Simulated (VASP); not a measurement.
Input of a VASP 6.6.1 run:

The input INCAR:

```
PREC     = Accurate       # precision mode
ENCUT    = 600            # plane-wave cutoff, eV
EDIFF    = 1E-7           # SCF threshold, eV
ISMEAR   = 0              # smearing method
SIGMA    = 0.2            # smearing width, eV
LREAL    = F              # projectors in reciprocal space
LASPH    = T              # aspherical terms in the spheres
NELM     = 120            # most SCF steps
ALGO     = Normal         # electronic algorithm
ISIF     = 3              # what is computed and relaxed
LWAVE    = F              # write WAVECAR
LCHARG   = F              # write CHGCAR
GGA      = PE             # functional
IBRION   = 2              # ionic algorithm
NSW      = 36             # ionic steps
EDIFFG   = -0.08          # ionic threshold
GGA_COMPAT= F            
NELMIN   = 4
```

The input KPOINTS:

```
regular mesh
0
Gamma
  7 7 5
```

The input POSCAR:

```
WC
1.0
    3.0713376100      0.0000000000      0.0000000000
   -1.5356688100      2.6598564000      0.0000000000
    0.0000000000      0.0000000000      4.2054946700
W C
1 1
Direct
    0.6666666700      0.3333333300      0.6360437600
    0.3333333300      0.6666666700      0.9216599100
```

Potentials or basis: VASP PAW PBE potentials, release 64 (W_sv, C).

The run is started by

```sh
$ cat potpaw_PBE.64/W_sv/POTCAR potpaw_PBE.64/C/POTCAR > POTCAR
$ mpirun -np 1 vasp_std > vasp.out
```

Predict the band gap on the k mesh.

zero (bands 9 and 10 overlap by 0.89 eV).

What does it give for the relaxed volume?

10.55 Å³/atom.

What does it give for the relaxed cell?

a = 2.927 Å, b = 2.927 Å, c = 2.844 Å, α = 90.00°, β = 90.00°, γ = 120.00°.

What does it give for the space group after relaxing (to 0.1 Å)?

P-6m2 (No. 187).

Forces on the atoms (eV/Å):
```
W    0.000  0.000  0.012
C    0.000  0.000 -0.012
```

Caveat: the volume moved by over 15 % at a fixed basis, so the end points are rough; spin-orbit coupling is left out, which moves the levels of the heavy elements.
